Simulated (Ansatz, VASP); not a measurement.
## One calculation of HBr, two programs

```
H Br
1.0
     0.00000    2.82000    3.03150
     2.77750    0.00000    3.03150
     2.77750    2.82000    0.00000
H Br
1 1
Cartesian
  0.0000 0.0000 0.0000
  2.7775 2.8200 3.0315
```

Alike in both runs: task single point; functional PBEsol; k mesh 14 × 14 × 14; occupations gaussian, width 0.15 eV; no spin polarisation.

|  | VASP | Ansatz |
| --- | --- | --- |
| version | VASP 6.6.1 | Ansatz 0.2.0 |
| potentials or method | VASP PAW PBE potentials, release 64 (H, Br), cutoff 520 eV | scalar-relativistic, plane waves, PAW |
| valence electrons in the cell | 8 | 8 |

```tsv
	VASP	Ansatz	Ansatz less VASP
gap on the k mesh at the Fermi level (eV)	none	none	-
pressure (GPa)	-8.5	-8.5	+0.02
traceless stress, the component that is largest in VASP (GPa)	3.21	3.21	+0.002
```

VASP's potentials were made for PBE, not for PBEsol. A gap of «none» marks a metal or a gap that the smearing closes. The functional is the same, so the differences come from potentials, cutoffs and numerics.
